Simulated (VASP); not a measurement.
Co, 2 atoms in the cell. The structure is hexagonal, space group P6_3/mmc (No. 194). Conventional cell: a = 2.400 Å, b = 2.400 Å, c = 3.866 Å, α = 90.00°, β = 90.00°, γ = 120.00°. Co (site symmetry -6m2) has 12 Co at 2.38 to 2.40 Å within 3.1 Å. 

* Program: VASP 6.6.1
* Task: single point
* Functional: LDA
* Potentials or basis: VASP PAW LDA potentials, release 64 (Co)
* Cutoff: 520 eV
* k mesh: 15 × 15 × 8
* Occupations: fermi-dirac, width 0.01 eV
* Spin: no spin polarisation
* Dipole correction: no
* Further INCAR settings: ALGO = Normal; EDIFF = 1e-07; NBANDS = 16

Potentials or basis: VASP PAW LDA potentials, release 64 (Co).

Run with:

```console
$ cat potpaw_LDA.64/Co/POTCAR > POTCAR
$ mpirun -np 1 vasp_std > vasp.out
```

Hardware: 1 thread of AMD EPYC 7R13 (shared host).

Estimate the wall time of this run.

Wall time 49 s on 1 thread of AMD EPYC 7R13 (shared host), peak memory 0.11 GiB. Counts: scf iterations 13, k points 135.
